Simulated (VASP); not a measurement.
# O (Im-3m) in VASP: notebook

O is run at these levels: PBE; tasks: single point.

All numbers are computed with VASP 6.6.1; they aren't measurements. Logs are shortened: lines on timing, memory, paths and dates and some standing lists are left out, and cuts for length are marked.

## 1. The cell of the first run

The structure is cubic, space group Im-3m (No. 229). Conventional cell: a = 2.506 Å, b = 2.506 Å, c = 2.506 Å, α = 90.00°, β = 90.00°, γ = 90.00°. Within 2.9 Å of O (site symmetry m-3m) lie 14 O at 2.17 to 2.51 Å.

## 2. Single point, PBE

INCAR

```
SYSTEM = O
PREC = Accurate ; ENCUT = 520
EDIFF = 1E-7 ; ISMEAR = 1
SIGMA = 0.1112 ; LREAL = .False.
LASPH = .True. ; NELM = 60
ALGO = Normal ; ISIF = 2
LWAVE = .False. ; LCHARG = .False.
GGA = PE ; NBANDS = 9
```

KPOINTS

```
Automatic mesh
0
Gamma
  10 10 10
  0 0 0
```

POSCAR

```
O
1.0
   -1.2529170143      1.2529170143      1.2529170143
    1.2529170143     -1.2529170143      1.2529170143
    1.2529170143      1.2529170143     -1.2529170143
O
1
Direct
    0.0000000000      0.0000000000      0.0000000000
```

Potentials or basis: VASP PAW PBE potentials, release 64 (O).

Run with:

```bash
$ cat potpaw_PBE.64/O/POTCAR > POTCAR
$ mpirun -np 1 vasp_std > vasp.out
```

OUTCAR:

```text
SYSTEM = O
   PREC = Accurate
   ENCUT = 520
   EDIFF = 1E-7
   ISMEAR = 1
   LREAL = .False.
   LASPH = .True.
   NELM = 60
   ISIF = 2
   GGA = PE

 ion  position               nearest neighbor table
   1  0.000  0.000  0.000-

  LATTYP: Found a body centered cubic cell.
 ALAT       =     2.5058340286

  Lattice vectors:

 A1 = (  -1.2529170143,   1.2529170143,   1.2529170143)
 A2 = (   1.2529170143,  -1.2529170143,   1.2529170143)
 A3 = (   1.2529170143,   1.2529170143,  -1.2529170143)

Analysis of symmetry for initial positions (statically):
=====================================================================
 Subroutine PRICEL returns:
 Original cell was already a primitive cell.

 Routine SETGRP: Setting up the symmetry group for a
 body centered cubic supercell.

 Subroutine GETGRP returns: Found 48 space group operations
 (whereof 48 operations were pure point group operations)
 out of a pool of 48 trial point group operations.

The static configuration has the point symmetry O_h .

Analysis of symmetry for dynamics (positions and initial velocities):
=====================================================================
 Subroutine PRICEL returns:
 Original cell was already a primitive cell.

 Routine SETGRP: Setting up the symmetry group for a
 body centered cubic supercell.

 Subroutine GETGRP returns: Found 48 space group operations
 (whereof 48 operations were pure point group operations)
 out of a pool of 48 trial point group operations.

The dynamic configuration has the point symmetry O_h .

 Subroutine INISYM returns: Found 48 space group operations
 (whereof 48 operations are pure point group operations),
 and found     1 'primitive' translations

----------------------------------------------------------------------------------------

                                     Primitive cell

  volume of cell :       7.8673

  direct lattice vectors                    reciprocal lattice vectors
    -1.252917014  1.252917014  1.252917014     0.000000000  0.399068729  0.399068729
     1.252917014 -1.252917014  1.252917014     0.399068729  0.000000000  0.399068729
     1.252917014  1.252917014 -1.252917014     0.399068729  0.399068729  0.000000000

  length of vectors
     2.170115926  2.170115926  2.170115926     0.564368408  0.564368408  0.564368408

  position of ions in fractional coordinates (direct lattice)
     0.000000000  0.000000000  0.000000000

  ion indices of the primitive-cell ions
   primitive index   ion index
                 1           1

----------------------------------------------------------------------------------------

 KPOINTS: Automatic mesh

Automatic generation of k-mesh.
 Grid dimensions read from file:
 generate k-points for:   10   10   10

 Generating k-lattice:

  Cartesian coordinates                     Fractional coordinates (reciprocal lattice)
     0.000000000  0.039906873  0.039906873     0.100000000  0.000000000  0.000000000
     0.039906873  0.000000000  0.039906873     0.000000000  0.100000000  0.000000000
     0.039906873  0.039906873  0.000000000     0.000000000  0.000000000  0.100000000

  Length of vectors
     0.056436841  0.056436841  0.056436841

  Shift w.r.t. Gamma in fractional coordinates (k-lattice)
     0.000000000  0.000000000  0.000000000

 Subroutine IBZKPT returns following result:
 ===========================================

 Found     47 irreducible k-points:

 Following reciprocal coordinates:
            Coordinates               Weight
  0.000000  0.000000  0.000000      1.000000
  0.100000  0.000000  0.000000     12.000000
  0.200000  0.000000  0.000000     12.000000
  0.300000  0.000000  0.000000     12.000000
  0.400000  0.000000  0.000000     12.000000
  0.500000  0.000000  0.000000      6.000000
[... 16 lines left out ...]
  0.300000  0.300000  0.100000      8.000000
 -0.300000  0.300000  0.100000     24.000000
 [... further k-points ...]
   k-points           NKPTS =     47   k-points in BZ     NKDIM =     47   number of bands    NBANDS=      9
   number of dos      NEDOS =    301   number of ions     NIONS =      1
   total plane-waves  NPLWV =   4096
   dimension x,y,z NGX =    16 NGY =   16 NGZ =   16
   dimension x,y,z NGXF=    32 NGYF=   32 NGZF=   32
   ions per type =               1
   NGX,Y,Z   is equivalent  to a cutoff of  12.26, 12.26, 12.26 a.u.
   NGXF,Y,Z  is equivalent  to a cutoff of  24.51, 24.51, 24.51 a.u.
 SYSTEM =  O
   PREC   = accura    normal or accurate (medium, high low for compatibility)
   ISTART =      0    job   : 0-new  1-cont  2-samecut
   ICHARG =      2    charge: 1-file 2-atom 10-const
   ISPIN  =      1    spin polarized calculation?
   LNONCOLLINEAR =      F non collinear calculations
   LSORBIT =      F    spin-orbit coupling
   LASPH  =      T    aspherical Exc in radial PAW
   ENCUT  =  520.0 eV  38.22 Ry    6.18 a.u.   4.03  4.03  4.03*2*pi/ulx,y,z
   NELM   =     60;   NELMIN=  2; NELMDL= -5     # of ELM steps
   EDIFF  = 0.1E-06   stopping-criterion for ELM
   LREAL  =      F    real-space projection
   EDIFFG = 0.1E-05   stopping-criterion for IOM
   NSW    =      0    number of steps for IOM
   IBRION =     -1    ionic relax: 0-MD 1-quasi-New 2-CG
   NFREE  =      0    steps in history (QN), initial steepest desc. (CG)
   ISIF   =      2    stress and relaxation
   ISYM   =      2    0-nonsym 1-usesym 2-fastsym
   POTIM  = 0.5000    time-step for ionic-motion
   TEBEG  =    0.0;   TEEND  =   0.0 temperature during run
   PSTRESS=    0.0 pullay stress
   NELECT =       6.0000    total number of electrons
   NUPDOWN=      -1.0000    fix difference up-down
   EMIN   =  10.00;   EMAX   =-10.00  energy-range for DOS
   EFERMI =   0.00;   METHOD = LEGACY
   ISMEAR =     1;   SIGMA  =   0.11  broadening in eV -4-tet -1-fermi 0-gaus
   EFERMI_NEDOS =   21; number of points for ismear=-14 and -15
   IALGO  =     38    algorithm
   IMIX   =      4    mixing-type and parameters
     AMIX     =   0.40;   BMIX     =  1.00
     AMIX_MAG =   1.60;   BMIX_MAG =  1.00
  volume/ion in A,a.u.               =       7.87        53.09
  Fermi-wavevector in a.u.,A,eV,Ry     =   1.495718  2.826496 30.438562  2.237171
  Thomas-Fermi vector in A             =   2.607827
   LORBIT       =      0    0 simple, 1 ext, 2 COOP (PROOUT), +10 PAW based schemes
   GGA     = PE    functional components
   LHFCALC =     F    Hartree Fock is set to
   AEXX    =    0.0000 exact exchange contribution
   IVDW    =     0    specifies the selected vdW correction
   LEPSILON=     F    determine dielectric tensor
   LRPA    =     F    only Hartree local field effects (RPA)
 non-spin polarized calculation
 Methfessel and Paxton  Order N= 1 SIGMA  =   0.11
  energy-cutoff  :      520.00
  volume of cell :        7.87
 maximum number of plane-waves:       236
   NGX =  7   NGY =  7   NGZ =  7

 number of electron       6.0000001 magnetization

 Free energy of the ion-electron system (eV)
  ---------------------------------------------------
  ext. energy  EPLUGINS =         0.00000000
  ---------------------------------------------------
  free energy    TOTEN  =        -2.44799977 eV

  energy without entropy =       -2.44599453  energy(sigma->0) =       -2.44733135

 E-fermi :   2.0450     XC(G=0): -12.1542

 val. band max:        2.0344946739   @ k =  -0.3000   0.3000   0.2000
 cond. band min:       2.0504054783   @ k =  -0.4000  -0.4000   0.2000
 fundamental gap:      0.0159108044
 Fermi energy:         2.0449973244

 k-point     1 :       0.0000    0.0000    0.0000
  band No.  band energies     occupation
      1     -19.1361      2.00000
      2       3.9874     -0.00000
      3       3.9874     -0.00000
      4       3.9874     -0.00000
      5      20.6679      0.00000
      6      38.2744      0.00000
      7      38.2744      0.00000
      8      38.2744      0.00000
      9      42.1393      0.00000

 k-point     2 :       0.1000    0.0000    0.0000
  band No.  band energies     occupation
      1     -18.8303      2.00000
      2       3.2190     -0.00000
      3       3.7719     -0.00000
      4       3.9557     -0.00000
      5      21.2155      0.00000
      6      35.2784      0.00000
      7      36.1803      0.00000
      8      39.1802      0.00000
      9      40.4825      0.00000

 k-point     3 :       0.2000    0.0000    0.0000
  band No.  band energies     occupation
      1     -17.9480      2.00000
      2       1.2526      2.00000
      3       3.2350     -0.00000
      4       3.8702     -0.00000
      5      22.4019      0.00000
      6      30.7371      0.00000
      7      33.2651      0.00000
      8      39.1576      0.00000
      9      41.7265      0.00000

 k-point     4 :       0.3000    0.0000    0.0000
  band No.  band energies     occupation
      1     -16.6253      2.00000
      2      -1.2437      2.00000
      3       2.6184     -0.00000
      4       3.7600     -0.00000
      5      23.0461      0.00000
      6      28.2341      0.00000
      7      31.0234      0.00000
      8      38.8854      0.00000
      9      44.0078      0.00000

 k-point     5 :       0.4000    0.0000    0.0000
  band No.  band energies     occupation
      1     -15.2222      2.00000
      2      -3.5097      2.00000
      3       2.1517     -0.04083
      4       3.6674     -0.00000
      5      22.4446      0.00000
      6      28.0883      0.00000
      7      29.6505      0.00000
      8      39.3526      0.00000
      9      45.8306      0.00000

 k-point     6 :       0.5000    0.0000    0.0000
  band No.  band energies     occupation
      1     -14.5382      2.00000
      2      -4.5084      2.00000
      3       1.9801      1.82496
      4       3.6310     -0.00000
      5      22.0254      0.00000
      6      28.3383      0.00000
      7      29.1896      0.00000
      8      39.7297      0.00000
      9      46.4759      0.00000
[... 169 lines left out ...]
 k-point    21 :       0.3000    0.2000    0.1000
  band No.  band energies     occupation
      1     -14.1543      2.00000
      2      -2.9859      2.00000
      3      -0.1465      2.00000
      4       1.9985      1.64371
      5      25.3765      0.00000
      6      27.0116      0.00000
      7      27.5661      0.00000
      8      46.5891      0.00000
      9      48.4329      0.00000

 k-point    22 :      -0.2000    0.2000    0.1000
  band No.  band energies     occupation
      1     -17.6592      2.00000
      2       1.2195      2.00000
      3       2.9790     -0.00000
      4       3.3490     -0.00000
      5      22.7923      0.00000
      6      30.2877      0.00000
      7      33.6588      0.00000
      8      35.7019      0.00000
      9      41.3895      0.00000

 k-point    23 :       0.3000    0.3000    0.1000
  band No.  band energies     occupation
      1     -13.8649      2.00000
      2      -1.8576      2.00000
      3      -1.8576      2.00000
      4       1.7618      2.00187
      5      26.3057      0.00000
      6      26.9364      0.00000
      7      26.9364      0.00000
      8      48.1147      0.00000
      9      48.8360      0.00000

 k-point    24 :      -0.3000    0.3000    0.1000
  band No.  band energies     occupation
      1     -16.3611      2.00000
      2      -1.1229      2.00000
      3       2.3324     -0.00158
      4       3.2614     -0.00000
      5      23.4838      0.00000
      6      27.5771      0.00000
      7      31.7416      0.00000
      8      36.2488      0.00000
      9      45.1254      0.00000

 [... further k-points ...]
[... 5 lines left out ...]
  --------------------------------------------------------------------------------------
  -------------------------------------------------------------------------------------
  Total       -0.0262366     -0.0262366     -0.0262366      0.0000000     -0.0000000      0.0000000
  in kB       -5.3430756     -5.3430756     -5.3430756      0.0000000     -0.0000000      0.0000000
  external PRESSURE =      -5.3430756 kB  Pullay stress =       0.0000000 kB

 VOLUME and BASIS-vectors are now :
 -----------------------------------------------------------------------------
  energy-cutoff  :      520.00
  volume of cell :        7.87
      direct lattice vectors                 reciprocal lattice vectors
    -1.252917014  1.252917014  1.252917014     0.000000000  0.399068729  0.399068729
     1.252917014 -1.252917014  1.252917014     0.399068729  0.000000000  0.399068729
     1.252917014  1.252917014 -1.252917014     0.399068729  0.399068729  0.000000000

 POSITION                                       TOTAL-FORCE (eV/Angst)
 -----------------------------------------------------------------------------------
      0.00000      0.00000      0.00000        -0.000000      0.000000      0.000000
 -----------------------------------------------------------------------------------
    total drift:                                0.000000      0.000000     -0.000000

  FREE ENERGIE OF THE ION-ELECTRON SYSTEM (eV)
  ---------------------------------------------------
  free  energy   TOTEN  =        -2.4479997689 eV

  energy  without entropy=       -2.4459945268  energy(sigma->0) =       -2.44733135
```

Wall time 4.5 s (1 thread of Intel Xeon 8259CL, shared host); peak memory 0.11 GiB.

Results:

| Quantity | Value |
| --- | --- |
| Free energy | -2.4480 eV |
| Pressure | -0.5 GPa |
| Band gap on the k mesh | zero (band 3 reaches 3.99 eV, above the bottom of band 4 at -0.79 eV) |

Levels at points of the mesh, in eV from the Fermi level:
```
           k point  band 1  band 2  band 3  band 4  band 5  band 6  band 7
(0.00, 0.00, 0.00)  -21.18    1.94    1.94    1.94   18.62   36.23   36.23
(0.50, 0.00, 0.00)  -16.58   -6.55   -0.06    1.59   19.98   26.29   27.14
(0.50, 0.50, 0.50)  -13.97   -2.83   -2.83   -2.83   17.54   17.54   36.16
```

## 3. Single point, PBE

INCAR

```
SYSTEM = O
PREC = Accurate ; ENCUT = 520
EDIFF = 1E-6 ; ISMEAR = 1
SIGMA = 0.1112 ; LREAL = .FALSE.
LASPH = .TRUE. ; NELM = 80
ALGO = Normal ; ISIF = 2
LWAVE = .FALSE. ; LCHARG = .FALSE.
GGA = PE ; NBANDS = 9
```

KPOINTS

```
Automatic mesh
0
G
  10 10 10
  0 0 0
```

POSCAR

```
O
1.0
   -1.2529167315      1.2529167315      1.2529167315
    1.2529167315     -1.2529167315      1.2529167315
    1.2529167315      1.2529167315     -1.2529167315
O
1
Direct
    0.0000000000      0.0000000000      0.0000000000
```

Potentials or basis: VASP PAW PBE potentials, release 64 (O).

Run with:

```bash
$ cat potpaw_PBE.64/O/POTCAR > POTCAR
$ mpirun -np 1 vasp_std > vasp.out
```

It took 4.7 s on 1 thread of Intel Xeon 8259CL, shared host; peak memory 0.1 GiB.

The run converged. Its results:

```
Free energy            : -2.4480 eV
Pressure               : -0.5 GPa
Band gap on the k mesh : zero (band 3 reaches 3.99 eV, above the bottom of band 4 at -0.79 eV)
```

Levels at points of the mesh, in eV from the Fermi level:
| k point | band 1 | band 2 | band 3 | band 4 | band 5 | band 6 | band 7 |
| --- | --- | --- | --- | --- | --- | --- | --- |
| (0.00, 0.00, 0.00) | -21.18 | 1.94 | 1.94 | 1.94 | 18.62 | 36.23 | 36.23 |
| (0.50, 0.00, 0.00) | -16.58 | -6.55 | -0.06 | 1.59 | 19.98 | 26.29 | 27.14 |
| (0.50, 0.50, 0.50) | -13.97 | -2.83 | -2.83 | -2.83 | 17.54 | 17.54 | 36.16 |

[end of part 1 of 2]
